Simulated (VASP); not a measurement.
Write the native input for VASP 6.6.1 that does the following.

* Task: single point
* Functional: PBEsol
* Potentials or basis: VASP PAW PBE potentials, release 64 (H, Si, Cl)
* Cutoff: 520 eV
* k mesh: 2 × 2 × 1
* Occupations: fermi-dirac, width 0.02 eV
* Spin: no spin polarisation
* Dipole correction: no
* Further INCAR settings: LREAL = Auto; ALGO = Normal; EDIFF = 1e-06; NBANDS = 76

The structure of Si21H10Cl2 lies in POSCAR:

```
Si21H10Cl2
1.0
    7.6791800000      0.0000000000      0.0000000000
    0.0000000000      7.6791800000      0.0000000000
    0.0000000000      0.0000000000     20.2543620000
H Si Cl
10 21 2
Direct
    0.4093926695      0.0000000000      0.0493720809
    0.0906086327      0.0000000000      0.0493720809
    0.9093939718      0.0000000000      0.0493720809
    0.5906099349      0.0000000000      0.0493720809
    0.4093926695      0.5000013022      0.0493720809
    0.0906086327      0.5000013022      0.0493720809
    0.9093939718      0.5000013022      0.0493720809
    0.5906099349      0.5000013022      0.0493720809
    0.2675415865      0.5112655257      0.4307269713
    0.6559945202      0.4826557002      0.4199885437
    0.2500006511      0.0000000000      0.0921036170
    0.7500019533      0.0000000000      0.0921036170
    0.2500006511      0.5000013022      0.0921036170
    0.7500019533      0.5000013022      0.0921036170
    0.2119497134      0.2579051409      0.1606814374
    0.7665792441      0.2459767840      0.1548654063
    0.2130305580      0.7509265312      0.1612097187
    0.7071327928      0.7218609279      0.1654655921
   -0.0193380022      0.2565378074      0.2346605635
    0.4801163666      0.2162861139      0.1994434582
   -0.0063678674      0.7878836022      0.2327103663
    0.4503475632      0.7426443969      0.2352332796
    0.0242864473      0.0285837811      0.2996885313
    0.3785690660      0.0807508093      0.2902239034
   -0.0034118226      0.5028792137      0.3101011032
    0.4547881414      0.4815097445      0.2965385925
    0.2466278952      0.0875744546      0.3840851664
    0.7350784849      0.1305477929      0.3324172837
    0.2136556247      0.3883617782      0.3714212277
    0.7326433291      0.4291994718      0.3557999013
    0.7000487031      0.1490653950      0.4484614228
    0.8972442370      0.2119497134      0.5268297269
    0.4915498790      0.2508601179      0.4971916667
```

One way to write it, as run:

INCAR

```
SYSTEM = Si21H10Cl2
  ALGO = Normal
  EDIFF = 1E-6
  ENCUT = 520
  GGA = PS
  ISIF = 2
  ISMEAR = -1
  LASPH = .TRUE.
  LCHARG = .TRUE.
  LELF = .TRUE.
  LREAL = Auto
  LVHAR = .TRUE.
  LWAVE = .FALSE.
  NBANDS = 76
  NELM = 100
  PREC = Accurate
  SIGMA = 0.02
```

KPOINTS

```
k-points
0
G
  2 2 1
  0 0 0
```

Potentials or basis: VASP PAW PBE potentials, release 64 (H, Si, Cl).

Run with:

```bash
$ cat potpaw_PBE.64/H/POTCAR potpaw_PBE.64/Si/POTCAR potpaw_PBE.64/Cl/POTCAR > POTCAR
$ mpirun -np 1 vasp_std > vasp.out
```

Results of the run:

* Largest force: 3.055 eV/Å
* Band gap on the k mesh: zero (bands 54 and 55 overlap by 0.09 eV)

Caveat: the k points lie up to 0.41 Å⁻¹ apart; the atoms stand as in a frame of molecular dynamics; there is no dipole correction, which matters where the two faces differ; the PAW data sets were made with another functional, which shifts forces and pressure a little.

Run time: 15 min on 1 thread of AMD EPYC 9R45 96-Core Processor (Zen 5) (shared host), peak memory 1.1 GiB.
